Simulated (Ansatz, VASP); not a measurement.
## One calculation of Ru, two programs

```
CELL_PARAMETERS angstrom
2.67874 0.00000 0.00000
-1.33937 2.31986 0.00000
0.00000 0.00000 4.28190
ATOMIC_POSITIONS crystal
Ru 0.33333 0.66667 0.25000
Ru 0.66667 0.33333 0.75000
```

Change from the starting cell: equal xx and yy strain of -1 %, crystal datasets.

Alike in both runs: task electric field gradients; functional PBEsol; k mesh 14 × 14 × 8; occupations fermi-dirac, width 0.03 eV; no spin polarisation.

```csv
,VASP,Ansatz
version,VASP 6.6.1,Ansatz 0.2.0
potentials or method,"VASP PAW PBE potentials, release 64 (Ru_pv), cutoff 520 eV","all-electron PAW with datasets made for the crystal, scalar-relativistic"
```

|  | VASP | Ansatz | Ansatz less VASP |
| --- | --- | --- | --- |
| pressure (GPa) | 0.3 | 0.3 | +0.05 |
| traceless stress, the component that is largest in VASP (GPa) | -4.51 | -4.55 | -0.038 |
| size of Vzz on the site where it differs most (V/Å²) | 9.7 | 7.3 | -2.42 |

VASP's potentials were made for PBE, not for PBEsol. Ansatz ran all-electron here, and VASP with PAW potentials.
